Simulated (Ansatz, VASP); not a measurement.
**Zn in VASP and in Ansatz**

```xyz
1
Lattice="0.0000 1.9648 1.9648 1.9648 0.0000 1.9648 1.9648 1.9648 0.0000" Properties=species:S:1:pos:R:3 pbc="T T T"
Zn    0.0000    0.0000    0.0000
```

Alike in both runs: task relaxation of cell and atoms; functional r2SCAN; k mesh 8 × 8 × 8; occupations gaussian, width 0.1 eV; no spin polarisation.

```csv
,VASP,Ansatz
version,VASP 6.6.1,Ansatz 0.2.0
potentials or method,"VASP PAW PBE potentials, release 64 (Zn), cutoff 600 eV","scalar-relativistic, plane waves, PAW"
valence electrons in the cell,12,12
```

|  | VASP | Ansatz | Ansatz less VASP |
| --- | --- | --- | --- |
| gap on the k mesh at the Fermi level, each at its own relaxed structure (eV) | none | none | - |
| relaxed volume (Å³/atom) | 14.36 | 14.31 | -0.049 |
| relaxed cell length with the largest relative difference (Å) | 2.728 | 2.725 | -0.0031 |

VASP's potentials were made for PBE, not for r2SCAN. A gap of «none» marks a metal or a gap that the smearing closes.
